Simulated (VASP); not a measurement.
# Ti (P6_3/mmc) in VASP: further runs

Runs on Ti. Level: r2SCAN. Tasks: single point, relaxation of cell and atoms.

Program: VASP 6.6.1. These are calculated values, not measurements. Logs are shortened: lines on timing, memory, paths and dates and some standing lists are left out, and cuts for length are marked.

## 1. The cell of the first run

It takes space group P6_3/mmc (No. 194, hexagonal). Conventional cell: a = 2.937 Å, b = 2.937 Å, c = 4.626 Å, α = 90.00°, β = 90.00°, γ = 120.00°. Within 3.8 Å of Ti (site symmetry -6m2) lie 12 Ti at 2.87 to 2.94 Å.

## 2. Single point, r2SCAN

File POSCAR:

```
Ti
1.0
    2.9373510217      0.0000000000      0.0000000000
   -1.4686755109      2.5438206047      0.0000000000
    0.0000000000      0.0000000000      4.6262275229
Ti
2
Direct
    0.3333333333      0.6666666667      0.2500000000
    0.6666666667      0.3333333333      0.7500000000
```

File INCAR.step1:

```
PREC = Accurate ; ENCUT = 520
ISMEAR = 1 ; SIGMA = 0.1
LREAL = F ; LASPH = T
NELM = 60 ; NBANDS = 19
GGA = PE ; ALGO = Normal
EDIFF = 1E-4 ; LWAVE = T
LCHARG = F
```

File INCAR.step2:

```
PREC = Accurate ; ENCUT = 520
EDIFF = 1E-7 ; ISMEAR = 1
SIGMA = 0.1 ; LREAL = F
LASPH = T ; NELM = 60
ALGO = Normal ; ISIF = 2
LWAVE = F ; LCHARG = F
METAGGA = R2SCAN ; LMIXTAU = T
NBANDS = 19 ; ISTART = 1
```

File KPOINTS:

```
regular mesh
0
Gamma
  10 10 5
```

Potentials or basis: VASP PAW PBE potentials, release 64 (Ti_sv).

The run is started by

```console
$ cat potpaw_PBE.64/Ti_sv/POTCAR > POTCAR
$ cp INCAR.step1 INCAR
$ mpirun -np 1 vasp_std > vasp.out
$ cp INCAR.step2 INCAR
$ mpirun -np 1 vasp_std > vasp.out
```

OUTCAR:

```text
PREC = Accurate
   ENCUT = 520
   EDIFF = 1E-7
   ISMEAR = 1
   LREAL = F
   LASPH = T
   NELM = 60
   ISIF = 2
   METAGGA = R2SCAN
   ISTART = 1

 ion  position               nearest neighbor table
   1  0.333  0.667  0.250-   2 2.87   2 2.87   2 2.87   2 2.87   2 2.87   2 2.87
   2  0.667  0.333  0.750-   1 2.87   1 2.87   1 2.87   1 2.87   1 2.87   1 2.87

  LATTYP: Found a hexagonal cell.
 ALAT       =     2.9373510217
 C/A-ratio  =     1.5749658412

  Lattice vectors:

 A1 = (   2.9373510217,   0.0000000000,   0.0000000000)
 A2 = (  -1.4686755109,   2.5438206047,   0.0000000000)
 A3 = (   0.0000000000,   0.0000000000,   4.6262275229)

Analysis of symmetry for initial positions (statically):
=====================================================================
 Subroutine PRICEL returns:
 Original cell was already a primitive cell.

 Routine SETGRP: Setting up the symmetry group for a
 hexagonal supercell.

 Subroutine GETGRP returns: Found 24 space group operations
 (whereof 12 operations were pure point group operations)
 out of a pool of 24 trial point group operations.

The static configuration has the point symmetry D_3d.
 The point group associated with its full space group is D_6h.

Analysis of symmetry for dynamics (positions and initial velocities):
=====================================================================
 Subroutine PRICEL returns:
 Original cell was already a primitive cell.

 Routine SETGRP: Setting up the symmetry group for a
 hexagonal supercell.

 Subroutine GETGRP returns: Found 24 space group operations
 (whereof 12 operations were pure point group operations)
 out of a pool of 24 trial point group operations.

The dynamic configuration has the point symmetry D_3d.
 The point group associated with its full space group is D_6h.

 Subroutine INISYM returns: Found 24 space group operations
 (whereof 12 operations are pure point group operations),
 and found     1 'primitive' translations

----------------------------------------------------------------------------------------

                                     Primitive cell

  volume of cell :      34.5676

  direct lattice vectors                    reciprocal lattice vectors
     2.937351022  0.000000000  0.000000000     0.340442798  0.196554741  0.000000000
    -1.468675511  2.543820605  0.000000000     0.000000000  0.393109482  0.000000000
     0.000000000  0.000000000  4.626227523     0.000000000  0.000000000  0.216158845

  length of vectors
     2.937351022  2.937351022  4.626227523     0.393109482  0.393109482  0.216158845

  position of ions in fractional coordinates (direct lattice)
     0.333333333  0.666666667  0.250000000
     0.666666667  0.333333333  0.750000000

  ion indices of the primitive-cell ions
   primitive index   ion index
                 1           1
                 2           2

----------------------------------------------------------------------------------------

 KPOINTS: regular mesh

Automatic generation of k-mesh.
 Grid dimensions read from file:
 generate k-points for:   10   10    5

 Generating k-lattice:

  Cartesian coordinates                     Fractional coordinates (reciprocal lattice)
     0.034044280  0.019655474  0.000000000     0.100000000  0.000000000  0.000000000
     0.000000000  0.039310948  0.000000000     0.000000000  0.100000000  0.000000000
     0.000000000  0.000000000  0.043231769     0.000000000  0.000000000  0.200000000

  Length of vectors
     0.039310948  0.039310948  0.043231769

  Shift w.r.t. Gamma in fractional coordinates (k-lattice)
     0.000000000  0.000000000  0.000000000

 Subroutine IBZKPT returns following result:
 ===========================================

 Found     42 irreducible k-points:

 Following reciprocal coordinates:
            Coordinates               Weight
  0.000000  0.000000  0.000000      1.000000
  0.100000  0.000000  0.000000      6.000000
  0.200000  0.000000  0.000000      6.000000
  0.300000  0.000000  0.000000      6.000000
  0.400000  0.000000  0.000000      6.000000
  0.500000  0.000000  0.000000      3.000000
[... 16 lines left out ...]
  0.300000  0.100000  0.200000     24.000000
  0.400000  0.100000  0.200000     24.000000
 [... further k-points ...]
   k-points           NKPTS =     42   k-points in BZ     NKDIM =     42   number of bands    NBANDS=     19
   number of dos      NEDOS =    301   number of ions     NIONS =      2
   total plane-waves  NPLWV =  20736
   dimension x,y,z NGX =    24 NGY =   24 NGZ =   36
   dimension x,y,z NGXF=    48 NGYF=   48 NGZF=   72
   ions per type =               2
   NGX,Y,Z   is equivalent  to a cutoff of  13.58, 13.58, 12.94 a.u.
   NGXF,Y,Z  is equivalent  to a cutoff of  27.17, 27.17, 25.87 a.u.
 SYSTEM =  unknown system
   PREC   = accura    normal or accurate (medium, high low for compatibility)
   ISTART =      1    job   : 0-new  1-cont  2-samecut
   ICHARG =      0    charge: 1-file 2-atom 10-const
   ISPIN  =      1    spin polarized calculation?
   LNONCOLLINEAR =      F non collinear calculations
   LSORBIT =      F    spin-orbit coupling
   LASPH  =      T    aspherical Exc in radial PAW
   ENCUT  =  520.0 eV  38.22 Ry    6.18 a.u.   5.46  5.46  8.60*2*pi/ulx,y,z
   NELM   =     60;   NELMIN=  2; NELMDL=  0     # of ELM steps
   EDIFF  = 0.1E-06   stopping-criterion for ELM
   LREAL  =      F    real-space projection
   EDIFFG = 0.1E-05   stopping-criterion for IOM
   NSW    =      0    number of steps for IOM
   IBRION =     -1    ionic relax: 0-MD 1-quasi-New 2-CG
   NFREE  =      0    steps in history (QN), initial steepest desc. (CG)
   ISIF   =      2    stress and relaxation
   ISYM   =      2    0-nonsym 1-usesym 2-fastsym
   POTIM  = 0.5000    time-step for ionic-motion
   TEBEG  =    0.0;   TEEND  =   0.0 temperature during run
   PSTRESS=    0.0 pullay stress
   NELECT =      24.0000    total number of electrons
   NUPDOWN=      -1.0000    fix difference up-down
   EMIN   =  10.00;   EMAX   =-10.00  energy-range for DOS
   EFERMI =   0.00;   METHOD = LEGACY
   ISMEAR =     1;   SIGMA  =   0.10  broadening in eV -4-tet -1-fermi 0-gaus
   EFERMI_NEDOS =   21; number of points for ismear=-14 and -15
   IALGO  =     38    algorithm
   IMIX   =      4    mixing-type and parameters
     AMIX     =   0.40;   BMIX     =  1.00
     AMIX_MAG =   1.60;   BMIX_MAG =  1.00
  volume/ion in A,a.u.               =      17.28       116.64
  Fermi-wavevector in a.u.,A,eV,Ry     =   1.449624  2.739393 28.591429  2.101411
  Thomas-Fermi vector in A             =   2.567330
   LORBIT       =      0    0 simple, 1 ext, 2 COOP (PROOUT), +10 PAW based schemes
   METAGGA = R2SCAN    functional components
   LHFCALC =     F    Hartree Fock is set to
   AEXX    =    0.0000 exact exchange contribution
   IVDW    =     0    specifies the selected vdW correction
   LEPSILON=     F    determine dielectric tensor
   LRPA    =     F    only Hartree local field effects (RPA)
 non-spin polarized calculation
 Methfessel and Paxton  Order N= 1 SIGMA  =   0.10
  energy-cutoff  :      520.00
  volume of cell :       34.57
 maximum number of plane-waves:       965
 NGX is ok and might be reduce to    24
   NGX = 11   NGY = 11   NGZ = 17

 number of electron      24.0000002 magnetization

 Free energy of the ion-electron system (eV)
  ---------------------------------------------------
  ext. energy  EPLUGINS =         0.00000000
  ---------------------------------------------------
  free energy    TOTEN  =       -25.89942521 eV

  energy without entropy =      -25.90108722  energy(sigma->0) =      -25.89997922

 E-fermi :   8.4539     XC(G=0): -12.4198

 val. band max:        8.4415913570   @ k =   0.1000   0.1000   0.4000
 cond. band min:       8.4778958509   @ k =   0.1000   0.1000   0.2000
 fundamental gap:      0.0363044939
 Fermi energy:         8.4538934732

 k-point     1 :       0.0000    0.0000    0.0000
  band No.  band energies     occupation
      1     -50.7711      2.00000
      2     -50.6216      2.00000
      3     -26.3482      2.00000
      4     -25.6623      2.00000
      5     -25.6623      2.00000
      6     -25.5915      2.00000
[... 11 lines left out ...]
     18      10.2631     -0.00000
     19      11.8563      0.00000

 k-point     2 :       0.1000    0.0000    0.0000
  band No.  band energies     occupation
      1     -50.7607      2.00000
      2     -50.6177      2.00000
      3     -26.3249      2.00000
      4     -25.7086      2.00000
      5     -25.6779      2.00000
      6     -25.6032      2.00000
[... 11 lines left out ...]
     18      10.1021     -0.00000
     19      11.9421      0.00000

 k-point     3 :       0.2000    0.0000    0.0000
  band No.  band energies     occupation
      1     -50.7327      2.00000
      2     -50.6083      2.00000
      3     -26.2599      2.00000
      4     -25.8313      2.00000
      5     -25.7254      2.00000
      6     -25.7168      2.00000
[... 11 lines left out ...]
     18      10.5473      0.00000
     19      12.1006      0.00000

 k-point     4 :       0.3000    0.0000    0.0000
  band No.  band energies     occupation
      1     -50.6955      2.00000
      2     -50.5992      2.00000
      3     -26.1671      2.00000
      4     -25.9851      2.00000
      5     -25.8696      2.00000
      6     -25.7626      2.00000
[... 407 lines left out ...]
     18      11.1029      0.00000
     19      12.0558      0.00000

 k-point    23 :       0.3000    0.1000    0.2000
  band No.  band energies     occupation
      1     -50.6653      2.00000
      2     -50.6034      2.00000
      3     -26.1625      2.00000
      4     -26.0207      2.00000
      5     -25.9216      2.00000
      6     -25.7916      2.00000
[... 11 lines left out ...]
     18      11.6611      0.00000
     19      12.2656      0.00000

 k-point    24 :       0.4000    0.1000    0.2000
  band No.  band energies     occupation
      1     -50.6411      2.00000
      2     -50.6016      2.00000
      3     -26.1937      2.00000
      4     -26.0757      2.00000
      5     -25.9297      2.00000
      6     -25.8095      2.00000
[... 11 lines left out ...]
     18      12.1159      0.00000
     19      12.7588      0.00000

 [... further k-points ...]

------------------------ aborting loop because EDIFF is reached ----------------------------------------

  FORCE on cell =-STRESS in cart. coord.  units (eV):
  Direction    XX          YY          ZZ          XY          YZ          ZX
  --------------------------------------------------------------------------------------
  -------------------------------------------------------------------------------------
  Total        0.0733026      0.0733026      0.0369093     -0.0000000      0.0000000      0.0000000
  in kB        3.3975080      3.3975080      1.7107131     -0.0000000      0.0000000      0.0000000
  external PRESSURE =       2.8352431 kB  Pullay stress =       0.0000000 kB

 VOLUME and BASIS-vectors are now :
 -----------------------------------------------------------------------------
  energy-cutoff  :      520.00
  volume of cell :       34.57
      direct lattice vectors                 reciprocal lattice vectors
     2.937351022  0.000000000  0.000000000     0.340442798  0.196554741  0.000000000
    -1.468675511  2.543820605  0.000000000     0.000000000  0.393109482  0.000000000
     0.000000000  0.000000000  4.626227523     0.000000000  0.000000000  0.216158845

 POSITION                                       TOTAL-FORCE (eV/Angst)
 -----------------------------------------------------------------------------------
     -0.00000      1.69588      1.15656         0.000000     -0.000000      0.000000
      1.46868      0.84794      3.46967        -0.000000      0.000000      0.000000
 -----------------------------------------------------------------------------------
    total drift:                               -0.000000      0.000000     -0.000000

  FREE ENERGIE OF THE ION-ELECTRON SYSTEM (eV)
  ---------------------------------------------------
  free  energy   TOTEN  =       -25.8994252126 eV

  energy  without entropy=      -25.9010872249  energy(sigma->0) =      -25.89997922
```

It took 3.4 min on 1 thread of Intel Xeon 8259CL, shared host; peak memory 0.17 GiB.

What came out:

- Free energy: -25.8994 eV
- Pressure: 0.3 GPa
- Band gap on the k mesh: zero (bands 12 and 13 overlap by 1.22 eV)

Stress tensor (GPa, compression positive):
```
0.34 0.00 0.00
0.00 0.34 0.00
0.00 0.00 0.17
```

Levels at points of the mesh, in eV from the Fermi level:
```csv
k point,band 8,band 9,band 10,band 11,band 12,band 13,band 14,band 15,band 16,band 17
"(0.00, 0.00, 0.00)",-34.01,-6.63,-2.88,0.63,0.87,0.87,1.01,1.41,1.41,1.81
"(0.50, 0.00, 0.00)",-34.08,-2.53,-2.30,-1.95,-0.86,0.59,0.72,1.30,3.55,3.79
```

Caveat: the PAW data sets were made with another functional, which shifts forces and pressure a little.

[end of part 1 of 2]

The gap in the log of VASP goes by the Fermi energy; the results here count the filled bands.